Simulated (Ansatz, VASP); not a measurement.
# One calculation of HfC, two programs

INCAR

```
PREC = Accurate
ENCUT = 520
EDIFF = 1E-6
ISMEAR = 0
SIGMA = 0.15
LREAL = False
LASPH = True
NELM = 100
ALGO = Normal
ISIF = 2
LWAVE = False
LCHARG = False
GGA = PE
NBANDS = 14
```

KPOINTS

```
Automatic mesh
0
Gamma
  20 20 20
```

The input POSCAR:

```
HfC
1.0
   -0.5038604225      2.1023141766      2.1023141766
    2.1023141766     -0.5038604225      2.1023141766
    2.1023141766      2.1023141766     -0.5038604225
Hf C
1 1
Direct
    0.5000000000      0.5000000000      0.5000000000
    0.0000000000      0.0000000000      0.0000000000
```

Input for Ansatz:

```yaml
crystal:
  lattice:
    - [-0.5038604225, 2.1023141766, 2.1023141766]
    - [2.1023141766, -0.5038604225, 2.1023141766]
    - [2.1023141766, 2.1023141766, -0.5038604225]
  atoms:
    - { symbol: Hf, position: [0.5, 0.5, 0.5] }
    - { symbol: C, position: [0.0, 0.0, 0.0] }
basis:
  ecutwfc: 420
kpoints:
  mp_grid: { grid: [20, 20, 20] }
hamiltonian:
  xc: pbe
scf:
  occupations: { method: gaussian, width: 0.15 }
output:
  forces: true
  stress: true
  eigenvalues: true
```

Alike in both runs: task single point; functional PBE; k mesh 20 × 20 × 20; occupations gaussian, width 0.15 eV; no spin polarisation.

|  | VASP | Ansatz |
| --- | --- | --- |
| version | VASP 6.6.1 | Ansatz 0.2.0 |
| potentials or method | VASP PAW PBE potentials, release 64 (Hf_pv, C), cutoff 520 eV | scalar-relativistic, plane waves, PAW |
| valence electrons in the cell | 14 | 30 |

```csv
,VASP,Ansatz,Ansatz less VASP
gap on the k mesh at the Fermi level (eV),none,none,-
pressure (GPa),-2.4,-1.5,+0.93
"traceless stress, the component that is largest in VASP (GPa)",16.76,16.86,+0.095
```

A gap of «none» marks a metal or a gap that the smearing closes. VASP's potentials hold 14 valence electrons a cell and Ansatz's 30, so a difference there can come from the potentials and not from the codes.

Spin-orbit coupling is off throughout.
